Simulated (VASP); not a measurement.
# MnO (Fm-3m) in VASP: notebook

Runs on MnO. Level: PBEsol. Tasks: single point.

All numbers are computed with VASP 6.6.1; they aren't measurements. Logs are shortened: lines on timing, memory, paths and dates and some standing lists are left out, and cuts for length are marked.

## 1. The cell of the first run

The structure is cubic, space group Fm-3m (No. 225). The conventional cell has a = 4.444 Å, b = 4.444 Å, c = 4.444 Å, α = 90.00°, β = 90.00°, γ = 90.00°. Mn (site symmetry m-3m) has 6 O at 2.22 Å within 2.9 Å. O (site symmetry m-3m) has 6 Mn at 2.22 Å within 2.9 Å.

## 2. Single point, PBEsol, collinear spin, zero start

File INCAR:

```
SYSTEM = MnO
ALGO = Normal
EDIFF = 1E-6
ENCUT = 520
GGA = PS
ISIF = 2
ISMEAR = -1
ISPIN = 2
LASPH = .True.
LCHARG = .False.
LMAXMIX = 4
LORBIT = 11
LREAL = .False.
LWAVE = .False.
MAGMOM = 0 0
NBANDS = 20
NELM = 150
NUPDOWN = 0.0
PREC = Accurate
SIGMA = 0.03
```

File KPOINTS:

```
k-points
0
Gamma
  7 7 7
  0 0 0
```

File POSCAR:

```
MnO
1.0
    0.0000000000      2.2220000000      2.2220000000
    2.2220000000      0.0000000000      2.2220000000
    2.2220000000      2.2220000000      0.0000000000
Mn O
1 1
Direct
    0.0000000000      0.0000000000      0.0000000000
    0.5000000000      0.5000000000      0.5000000000
```

Potentials or basis: VASP PAW PBE potentials, release 64 (Mn_pv, O).

The run is started by

```
$ cat potpaw_PBE.64/Mn_pv/POTCAR potpaw_PBE.64/O/POTCAR > POTCAR
$ mpirun -np 1 vasp_std > vasp.out
```

OUTCAR:

```text
SYSTEM = MnO
   EDIFF = 1E-6
   ENCUT = 520
   GGA = PS
   ISIF = 2
   ISMEAR = -1
   ISPIN = 2
   LASPH = .True.
   LORBIT = 11
   LREAL = .False.
   NELM = 150
   NUPDOWN = 0.0
   PREC = Accurate

 ion  position               nearest neighbor table
   1  0.000  0.000  0.000-   2 2.22   2 2.22   2 2.22   2 2.22   2 2.22   2 2.22
   2  0.500  0.500  0.500-   1 2.22   1 2.22   1 2.22   1 2.22   1 2.22   1 2.22

  LATTYP: Found a face centered cubic cell.
 ALAT       =     4.4440000000

  Lattice vectors:

 A1 = (   0.0000000000,   2.2220000000,   2.2220000000)
 A2 = (   2.2220000000,   0.0000000000,   2.2220000000)
 A3 = (   2.2220000000,   2.2220000000,   0.0000000000)

Analysis of symmetry for initial positions (statically):
=====================================================================
 Subroutine PRICEL returns:
 Original cell was already a primitive cell.

 Routine SETGRP: Setting up the symmetry group for a
 face centered cubic supercell.

 Subroutine GETGRP returns: Found 48 space group operations
 (whereof 48 operations were pure point group operations)
 out of a pool of 48 trial point group operations.

The static configuration has the point symmetry O_h .

Analysis of symmetry for dynamics (positions and initial velocities):
=====================================================================
 Subroutine PRICEL returns:
 Original cell was already a primitive cell.

 Routine SETGRP: Setting up the symmetry group for a
 face centered cubic supercell.

 Subroutine GETGRP returns: Found 48 space group operations
 (whereof 48 operations were pure point group operations)
 out of a pool of 48 trial point group operations.

The dynamic configuration has the point symmetry O_h .

Analysis of structural, dynamic, and magnetic symmetry:
=====================================================================
 Subroutine PRICEL returns:
 Original cell was already a primitive cell.

 Routine SETGRP: Setting up the symmetry group for a
 face centered cubic supercell.

 Subroutine GETGRP returns: Found 48 space group operations
 (whereof 48 operations were pure point group operations)
 out of a pool of 48 trial point group operations.

The overall configuration has the point symmetry O_h .

 Subroutine INISYM returns: Found 48 space group operations
 (whereof 48 operations are pure point group operations),
 and found     1 'primitive' translations

----------------------------------------------------------------------------------------

                                     Primitive cell

  volume of cell :      21.9413

  direct lattice vectors                    reciprocal lattice vectors
     0.000000000  2.222000000  2.222000000    -0.225022502  0.225022502  0.225022502
     2.222000000  0.000000000  2.222000000     0.225022502 -0.225022502  0.225022502
     2.222000000  2.222000000  0.000000000     0.225022502  0.225022502 -0.225022502

  length of vectors
     3.142382536  3.142382536  3.142382536     0.389750407  0.389750407  0.389750407

  position of ions in fractional coordinates (direct lattice)
     0.000000000  0.000000000  0.000000000
     0.500000000  0.500000000  0.500000000

  ion indices of the primitive-cell ions
   primitive index   ion index
                 1           1
                 2           2

----------------------------------------------------------------------------------------

 KPOINTS: k-points

Automatic generation of k-mesh.
 Grid dimensions read from file:
 generate k-points for:    7    7    7

 Generating k-lattice:

  Cartesian coordinates                     Fractional coordinates (reciprocal lattice)
    -0.032146072  0.032146072  0.032146072     0.142857143  0.000000000  0.000000000
     0.032146072 -0.032146072  0.032146072     0.000000000  0.142857143  0.000000000
     0.032146072  0.032146072 -0.032146072     0.000000000  0.000000000  0.142857143

  Length of vectors
     0.055678630  0.055678630  0.055678630

  Shift w.r.t. Gamma in fractional coordinates (k-lattice)
     0.000000000  0.000000000  0.000000000

 Subroutine IBZKPT returns following result:
 ===========================================

 Found     20 irreducible k-points:

 Following reciprocal coordinates:
            Coordinates               Weight
  0.000000  0.000000  0.000000      1.000000
  0.142857  0.000000  0.000000      8.000000
  0.285714  0.000000  0.000000      8.000000
  0.428571  0.000000  0.000000      8.000000
  0.142857  0.142857  0.000000      6.000000
  0.285714  0.142857  0.000000     24.000000
[... 12 lines left out ...]
 -0.428571  0.428571  0.142857     24.000000
 -0.285714  0.428571  0.142857     24.000000
   k-points           NKPTS =     20   k-points in BZ     NKDIM =     20   number of bands    NBANDS=     20
   number of dos      NEDOS =    301   number of ions     NIONS =      2
   total plane-waves  NPLWV =  13824
   dimension x,y,z NGX =    24 NGY =   24 NGZ =   24
   dimension x,y,z NGXF=    48 NGYF=   48 NGZF=   48
   ions per type =               1   1
   NGX,Y,Z   is equivalent  to a cutoff of  12.70, 12.70, 12.70 a.u.
   NGXF,Y,Z  is equivalent  to a cutoff of  25.39, 25.39, 25.39 a.u.
 SYSTEM =  MnO
   PREC   = accura    normal or accurate (medium, high low for compatibility)
   ISTART =      0    job   : 0-new  1-cont  2-samecut
   ICHARG =      2    charge: 1-file 2-atom 10-const
   ISPIN  =      2    spin polarized calculation?
   LNONCOLLINEAR =      F non collinear calculations
   LSORBIT =      F    spin-orbit coupling
   LASPH  =      T    aspherical Exc in radial PAW
   ENCUT  =  520.0 eV  38.22 Ry    6.18 a.u.   5.84  5.84  5.84*2*pi/ulx,y,z
   NELM   =    150;   NELMIN=  2; NELMDL= -5     # of ELM steps
   EDIFF  = 0.1E-05   stopping-criterion for ELM
   LREAL  =      F    real-space projection
   EDIFFG = 0.1E-04   stopping-criterion for IOM
   NSW    =      0    number of steps for IOM
   IBRION =     -1    ionic relax: 0-MD 1-quasi-New 2-CG
   NFREE  =      0    steps in history (QN), initial steepest desc. (CG)
   ISIF   =      2    stress and relaxation
   ISYM   =      2    0-nonsym 1-usesym 2-fastsym
   POTIM  = 0.5000    time-step for ionic-motion
   TEBEG  =    0.0;   TEEND  =   0.0 temperature during run
   PSTRESS=    0.0 pullay stress
   NELECT =      19.0000    total number of electrons
   NUPDOWN=       0.0000    fix difference up-down
   EMIN   =  10.00;   EMAX   =-10.00  energy-range for DOS
   EFERMI =   0.00;   METHOD = LEGACY
   ISMEAR =    -1;   SIGMA  =   0.03  broadening in eV -4-tet -1-fermi 0-gaus
   EFERMI_NEDOS =   21; number of points for ismear=-14 and -15
   IALGO  =     38    algorithm
   IMIX   =      4    mixing-type and parameters
     AMIX     =   0.40;   BMIX     =  1.00
     AMIX_MAG =   1.60;   BMIX_MAG =  1.00
  volume/ion in A,a.u.               =      10.97        74.03
  Fermi-wavevector in a.u.,A,eV,Ry     =   1.560410  2.948747 33.128533  2.434878
  Thomas-Fermi vector in A             =   2.663626
   LORBIT       =     11    0 simple, 1 ext, 2 COOP (PROOUT), +10 PAW based schemes
   GGA     = PS    functional components
   LHFCALC =     F    Hartree Fock is set to
   AEXX    =    0.0000 exact exchange contribution
   IVDW    =     0    specifies the selected vdW correction
   LEPSILON=     F    determine dielectric tensor
   LRPA    =     F    only Hartree local field effects (RPA)
 spin polarized calculation
  energy-cutoff  :      520.00
  volume of cell :       21.94
 maximum number of plane-waves:       609
   NGX = 11   NGY = 11   NGZ = 11

 number of electron      18.9999992 magnetization      -0.0000000

 number of electron      18.9999992 magnetization       0.0000000

 Free energy of the ion-electron system (eV)
  ---------------------------------------------------
  ext. energy  EPLUGINS =         0.00000000
  ---------------------------------------------------
  free energy    TOTEN  =       -15.07493988 eV

  energy without entropy =      -15.05043978  energy(sigma->0) =      -15.06268983

 E-fermi :   6.8847     XC(G=0): -12.2665

 val. band max:        6.8703287316   @ k =   0.4286   0.2857   0.0000
 cond. band min:       6.8855661520   @ k =  -0.4286   0.2857   0.0000
 fundamental gap:      0.0152374205
 Fermi energy:         6.8846203516

 spin component 1

 k-point     1 :       0.0000    0.0000    0.0000
  band No.  band energies     occupation
      1     -41.0955      1.00000
      2     -41.0955      1.00000
      3     -41.0955      1.00000
      4     -13.2330      1.00000
      5       3.1263      1.00000
      6       3.1263      1.00000
[... 12 lines left out ...]
     19      27.8653      0.00000
     20      27.8653      0.00000
[... 415 lines left out ...]
 k-point    20 :      -0.2857    0.4286    0.1429
  band No.  band energies     occupation
      1     -41.1425      1.00000
      2     -41.1393      1.00000
      3     -41.1181      1.00000
      4     -12.2553      1.00000
      5       0.6314      1.00000
      6       0.6899      1.00000
[... 12 lines left out ...]
     19      33.6590      0.00000
     20      34.0721      0.00000
 Fermi energy:         6.8847181080

 spin component 2

 k-point     1 :       0.0000    0.0000    0.0000
  band No.  band energies     occupation
      1     -41.0956      1.00000
      2     -41.0956      1.00000
      3     -41.0956      1.00000
      4     -13.2329      1.00000
      5       3.1264      1.00000
      6       3.1264      1.00000
[... 12 lines left out ...]
     19      27.8653      0.00000
     20      27.8653      0.00000
[... 415 lines left out ...]
 k-point    20 :      -0.2857    0.4286    0.1429
  band No.  band energies     occupation
      1     -41.1425      1.00000
      2     -41.1394      1.00000
      3     -41.1182      1.00000
      4     -12.2552      1.00000
      5       0.6314      1.00000
      6       0.6899      1.00000
[... 12 lines left out ...]
     19      33.6589      0.00000
     20      34.0720      0.00000

------------------------ aborting loop because EDIFF is reached ----------------------------------------

  FORCE on cell =-STRESS in cart. coord.  units (eV):
  Direction    XX          YY          ZZ          XY          YZ          ZX
  --------------------------------------------------------------------------------------
  -------------------------------------------------------------------------------------
  Total       -5.6212805     -5.6212805     -5.6212805      0.0000000      0.0000000     -0.0000000
  in kB     -410.4721357   -410.4721357   -410.4721357      0.0000000      0.0000000     -0.0000000
  external PRESSURE =    -410.4721357 kB  Pullay stress =       0.0000000 kB

 VOLUME and BASIS-vectors are now :
 -----------------------------------------------------------------------------
  energy-cutoff  :      520.00
  volume of cell :       21.94
      direct lattice vectors                 reciprocal lattice vectors
     0.000000000  2.222000000  2.222000000    -0.225022502  0.225022502  0.225022502
     2.222000000  0.000000000  2.222000000     0.225022502 -0.225022502  0.225022502
     2.222000000  2.222000000  0.000000000     0.225022502  0.225022502 -0.225022502

 POSITION                                       TOTAL-FORCE (eV/Angst)
 -----------------------------------------------------------------------------------
      0.00000      0.00000      0.00000         0.000000      0.000000      0.000000
      2.22200      2.22200      2.22200        -0.000000     -0.000000     -0.000000
 -----------------------------------------------------------------------------------
    total drift:                                0.000000     -0.000000     -0.000000

  FREE ENERGIE OF THE ION-ELECTRON SYSTEM (eV)
  ---------------------------------------------------
  free  energy   TOTEN  =       -15.0749398760 eV

  energy  without entropy=      -15.0504397837  energy(sigma->0) =      -15.06268983

 total charge

# of ion       s       p       d       tot
------------------------------------------
    1        0.184   6.152   5.070  11.406
    2        1.547   3.328   0.000   4.874
--------------------------------------------------
tot          1.731   9.479   5.070  16.280

 magnetization (x)

# of ion       s       p       d       tot
------------------------------------------
    1       -0.000  -0.000  -0.000  -0.000
    2       -0.000   0.000   0.000   0.000
--------------------------------------------------
tot         -0.000   0.000  -0.000   0.000
```

Run time: 12 s. Hardware: 1 thread of Intel Xeon Platinum 8488C (Sapphire Rapids), shared host; peak memory 0.15 GiB.

Results:

```
Free energy                                           : -15.0749 eV
Pressure                                              : -41.0 GPa
Net moment                                            : 0.00 μB per cell
Valence electrons inside the program's atomic spheres : Mn 11.41; O 4.87
```

Caveat: the PAW data sets were made with another functional, which shifts forces and pressure a little; the total moment is fixed, so each spin has its own Fermi level.

## 3. Single point, PBEsol, collinear spin, ferromagnetic start

File INCAR:

```
SYSTEM = MnO
PREC     = Accurate       ! precision mode
ENCUT    = 520            ! plane-wave cutoff, eV
EDIFF    = 1E-6           ! SCF threshold, eV
ISMEAR   = -1             ! smearing method
SIGMA    = 0.03           ! smearing width, eV
LREAL    = .False.        ! projectors in reciprocal space
LASPH    = .True.         ! aspherical terms in the spheres
NELM     = 150            ! most SCF steps
ALGO     = Normal         ! electronic algorithm
ISIF     = 2              ! what is computed and relaxed
LWAVE    = .False.        ! write WAVECAR
LCHARG   = .False.        ! write CHGCAR
ISPIN    = 2              ! spin polarisation
MAGMOM   = 4.5 0          ! initial moments
LORBIT   = 11             ! projections on sites
LMAXMIX  = 4              ! l up to which the mixer works
GGA      = PS             ! functional
NBANDS   = 20             ! bands
```

File KPOINTS:

```
regular mesh
0
Gamma
  7 7 7
  0 0 0
```

POSCAR is that of step 2.

Potentials or basis: VASP PAW PBE potentials, release 64 (Mn_pv, O).

The run is started by

```
$ cat potpaw_PBE.64/Mn_pv/POTCAR potpaw_PBE.64/O/POTCAR > POTCAR
$ mpirun -np 1 vasp_std > vasp.out
```

OUTCAR:

```text
SYSTEM = MnO
   PREC = Accurate
   ENCUT = 520
   EDIFF = 1E-6
   ISMEAR = -1
   LREAL = .False.
   LASPH = .True.
   NELM = 150
   ISIF = 2
   ISPIN = 2
   LORBIT = 11
   GGA = PS

 ion  position               nearest neighbor table
   1  0.000  0.000  0.000-   2 2.22   2 2.22   2 2.22   2 2.22   2 2.22   2 2.22
   2  0.500  0.500  0.500-   1 2.22   1 2.22   1 2.22   1 2.22   1 2.22   1 2.22

  LATTYP: Found a face centered cubic cell.
 ALAT       =     4.4440000000

  Lattice vectors:

 A1 = (   0.0000000000,   2.2220000000,   2.2220000000)
 A2 = (   2.2220000000,   0.0000000000,   2.2220000000)
 A3 = (   2.2220000000,   2.2220000000,   0.0000000000)

Analysis of symmetry for initial positions (statically):
=====================================================================
 Subroutine PRICEL returns:
 Original cell was already a primitive cell.

 Routine SETGRP: Setting up the symmetry group for a
 face centered cubic supercell.

[... 651 lines left out ...]
      4     -12.3954      1.00000
      5       4.0068      1.00000
      6       4.0068      1.00000
[... 449 lines left out ...]
     19      34.5526      0.00000
     20      34.5596      0.00000

------------------------ aborting loop because EDIFF is reached ----------------------------------------

  FORCE on cell =-STRESS in cart. coord.  units (eV):
  Direction    XX          YY          ZZ          XY          YZ          ZX
  --------------------------------------------------------------------------------------
  -------------------------------------------------------------------------------------
  Total       -1.1059891     -1.1059891     -1.1059891      0.0000000      0.0000000     -0.0000000
  in kB      -80.7605538    -80.7605538    -80.7605538      0.0000000      0.0000000     -0.0000000
  external PRESSURE =     -80.7605538 kB  Pullay stress =       0.0000000 kB

 VOLUME and BASIS-vectors are now :
 -----------------------------------------------------------------------------
  energy-cutoff  :      520.00
  volume of cell :       21.94
      direct lattice vectors                 reciprocal lattice vectors
     0.000000000  2.222000000  2.222000000    -0.225022502  0.225022502  0.225022502
     2.222000000  0.000000000  2.222000000     0.225022502 -0.225022502  0.225022502
     2.222000000  2.222000000  0.000000000     0.225022502  0.225022502 -0.225022502

 POSITION                                       TOTAL-FORCE (eV/Angst)
 -----------------------------------------------------------------------------------
      0.00000      0.00000      0.00000         0.000000      0.000000      0.000000
      2.22200      2.22200      2.22200         0.000000     -0.000000      0.000000
 -----------------------------------------------------------------------------------
    total drift:                                0.000000     -0.000000     -0.000000

  FREE ENERGIE OF THE ION-ELECTRON SYSTEM (eV)
  ---------------------------------------------------
  free  energy   TOTEN  =       -17.2224125290 eV

  energy  without entropy=      -17.2177249729  energy(sigma->0) =      -17.22006875

 total charge

# of ion       s       p       d       tot
------------------------------------------
    1        0.206   6.179   4.976  11.361
    2        1.557   3.388   0.000   4.945
--------------------------------------------------
tot          1.763   9.567   4.976  16.305

 magnetization (x)

# of ion       s       p       d       tot
------------------------------------------
    1        0.033   0.026   4.207   4.266
    2        0.030   0.155   0.000   0.185
--------------------------------------------------
tot          0.063   0.181   4.207   4.451
```

OSZICAR:

```text
N       E                     dE             d eps       ncg     rms          rms(c)
DAV:   1     0.172016254778E+03    0.17202E+03   -0.10347E+04  1636   0.112E+03
DAV:   2    -0.108517086473E+02   -0.18287E+03   -0.16919E+03  1640   0.328E+02
DAV:   3    -0.193893652869E+02   -0.85377E+01   -0.84395E+01  1788   0.773E+01
DAV:   4    -0.194517766174E+02   -0.62411E-01   -0.62401E-01  1836   0.679E+00
DAV:   5    -0.194523148849E+02   -0.53827E-03   -0.53826E-03  1784   0.630E-01    0.134E+01
DAV:   6    -0.175156008698E+02    0.19367E+01   -0.89314E+00  2192   0.336E+01    0.128E+01
DAV:   7    -0.172413858461E+02    0.27422E+00   -0.11439E+00  1892   0.150E+01    0.752E+00
DAV:   8    -0.172349485580E+02    0.64373E-02   -0.11778E-01  1760   0.244E+00    0.450E+00
DAV:   9    -0.172200546672E+02    0.14894E-01   -0.22933E-02  1760   0.175E+00    0.980E-01
DAV:  10    -0.172224460998E+02   -0.23914E-02   -0.39955E-03  1680   0.718E-01    0.179E-01
DAV:  11    -0.172223927205E+02    0.53379E-04   -0.50455E-04  1868   0.204E-01    0.802E-02
DAV:  12    -0.172224127665E+02   -0.20046E-04   -0.22058E-05  1744   0.519E-02    0.317E-02
DAV:  13    -0.172224125290E+02    0.23752E-06   -0.46045E-06  1824   0.204E-02
   1 F= -.17222413E+02 E0= -.17220069E+02  d E =-.468756E-02  mag=     4.6890
```

Wall time 8.5 s (1 thread of Intel Xeon Platinum 8488C (Sapphire Rapids), shared host); peak memory 0.15 GiB.

Results:

```yaml
Free_energy: -17.2224 eV
Pressure: -8.1 GPa
Net_moment: 4.69 μB per cell
Site_moments: Mn +4.27; O +0.18 μB
Valence_electrons_inside_the_program's_atomic_spheres: Mn 11.36; O 4.95
```

Caveat: the PAW data sets were made with another functional, which shifts forces and pressure a little; a cell with one magnetic atom can't hold antiferromagnetic order, which such compounds often take; semilocal functionals often make such compounds metallic where correlation or magnetic order opens a gap, which also shifts bond lengths. With open d or f shells a metallic result of PBEsol can be an artefact of self-interaction; +U or a hybrid may open a gap.
